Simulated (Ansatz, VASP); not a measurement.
# C: VASP beside Ansatz

INCAR

```
ALGO     = Normal         # electronic algorithm
EDIFF    = 1E-7           # SCF threshold, eV
ENCUT    = 520            # plane-wave cutoff, eV
GGA      = PE             # functional
ISIF     = 2              # what is computed and relaxed
ISMEAR   = 1              # smearing method
LASPH    = True           # aspherical terms in the spheres
LCHARG   = False          # write CHGCAR
LREAL    = False          # projectors in reciprocal space
LWAVE    = False          # write WAVECAR
NBANDS   = 16             # bands
NELM     = 80             # most SCF steps
PREC     = Accurate       # precision mode
SIGMA    = 0.2            # smearing width, eV
```

The input KPOINTS:

```
k-points
0
Gamma
  15 15 4
```

Contents of POSCAR:

```
C
1.0
    2.4665665061      0.0000000000      0.0000000000
   -1.2332832531      2.1361092544      0.0000000000
    0.0000000000      0.0000000000      8.5267424969
C
4
Direct
    1.0000000000      1.0000000000      0.2500000000
    0.0000000000      0.0000000000      0.7500000000
    0.3333333333      0.6666666667      0.2500000000
    0.6666666667      0.3333333333      0.7500000000
```

Input for Ansatz:

```yaml
crystal:
  lattice:
    - [2.4665665061, 0.0, 0.0]
    - [-1.2332832531, 2.1361092544, 0.0]
    - [0.0, 0.0, 8.5267424969]
  atoms:
    - { symbol: C, position: [1.0, 1.0, 0.25] }
    - { symbol: C, position: [0.0, 0.0, 0.75] }
    - { symbol: C, position: [0.3333333333, 0.6666666667, 0.25] }
    - { symbol: C, position: [0.6666666667, 0.3333333333, 0.75] }
hamiltonian:
  xc: pbe
  pseudopotentials:
    kind: paw
    azcp:
      C: "pseudopotentials/C.paw.azcp"
basis:
  ecutwfc: 420
  fft_grid_basis: typed
kpoints:
  mp_grid: { grid: [15, 15, 4], shift: [0, 0, 0] }
magnetization:
  spin_polarized: false
scf:
  occupations: { method: methfessel_paxton, width: 0.2 }
  lower_state_search: "off"
output:
  stress: true
```

Alike in both runs: task single point; functional PBE; k mesh 15 × 15 × 4; occupations methfessel-paxton of order 1, width 0.2 eV; no spin polarisation.

```csv
,VASP,Ansatz
version,VASP 6.6.1,Ansatz 0.2.0
potentials or method,"VASP PAW PBE potentials, release 64 (C), cutoff 520 eV","plane waves (420 eV) with PAW, scalar-relativistic"
valence electrons in the cell,16,16
```

Ansatz gave:

```
pressure (GPa)                                                : 0.0
traceless stress, the component that is largest in VASP (GPa) : 0.02
```

Estimate VASP's values.

pressure (GPa): 0.4; traceless stress, the component that is largest in VASP (GPa): -0.39.

The functional is the same, so the differences come from potentials, cutoffs and numerics.
